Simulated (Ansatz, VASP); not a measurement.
BaF2: VASP beside Ansatz

POSCAR

```
BaF2
1.0
    0.0000000000      3.0971637718      3.0971637718
    3.0971637718      0.0000000000      3.0971637718
    3.0971637718      3.0971637718      0.0000000000
Ba F
1 2
Direct
    0.0000000000      0.0000000000      0.0000000000
    0.2500000000      0.2500000000      0.2500000000
    0.7500000000      0.7500000000      0.7500000000
```

File INCAR.step1:

```
SYSTEM = BaF2
PREC = Accurate
ENCUT = 520
EDIFF = 1E-5
ISMEAR = 0
SIGMA = 0.01
LREAL = .FALSE.
LASPH = .TRUE.
NELM = 120
ALGO = Normal
ISIF = 2
LWAVE = .TRUE.
LCHARG = .FALSE.
NBANDS = 19
GGA = PE
GGA_COMPAT = .FALSE.
```

INCAR.step2

```
SYSTEM = BaF2
PREC = Accurate
ENCUT = 520
EDIFF = 1E-6
ISMEAR = 0
SIGMA = 0.01
LREAL = .FALSE.
LASPH = .TRUE.
NELM = 120
ALGO = Normal
ISIF = 2
LWAVE = .FALSE.
LCHARG = .FALSE.
GGA = PE
LHFCALC = .TRUE.
HFSCREEN = 0.2079
PRECFOCK = Normal
NBANDS = 19
ISTART = 1
GGA_COMPAT = .FALSE.
```

The input KPOINTS:

```
Automatic mesh
0
G
  4 4 4
  0 0 0
```

Input for Ansatz:

```yaml
crystal:
  lattice:
    - [0.0, 3.0971637718, 3.0971637718]
    - [3.0971637718, 0.0, 3.0971637718]
    - [3.0971637718, 3.0971637718, 0.0]
  atoms:
    - { symbol: Ba, position: [0.0, 0.0, 0.0] }
    - { symbol: F, position: [0.25, 0.25, 0.25] }
    - { symbol: F, position: [0.75, 0.75, 0.75] }
kpoints:
  mp_grid: { grid: [4, 4, 4] }
hamiltonian:
  xc: hse06
scf:
  occupations: { method: fixed }
  n_extra_bands: 4
output:
  forces: true
  stress: true
  eigenvalues: true
  write_density: true
  write_potential: true
  elf: true
  volumetric_format: npy
```

Alike in both runs: task single point; functional HSE06; k mesh 4 × 4 × 4; no spin polarisation.

```csv
,VASP,Ansatz
version,VASP 6.6.1,Ansatz 0.2.0
potentials or method,"VASP PAW PBE potentials, release 64 (Ba_sv, F)","plane waves, PAW"
plane-wave cutoff (eV),520,420
occupations,"gaussian, width 0.01 eV",fixed
valence electrons in the cell,24,24
```

|  | VASP | Ansatz | Ansatz less VASP |
| --- | --- | --- | --- |
| gap on the k mesh at the Fermi level (eV) | 8.70 | 8.77 | +0.067 |
| pressure (GPa) | 1.4 | 0.4 | -1.02 |

Ansatz's warnings: stress exchange threshold loose, stress scf threshold loose.

The k mesh is coarse, so the values compare programs but aren't converged. Spin-orbit coupling is off throughout.
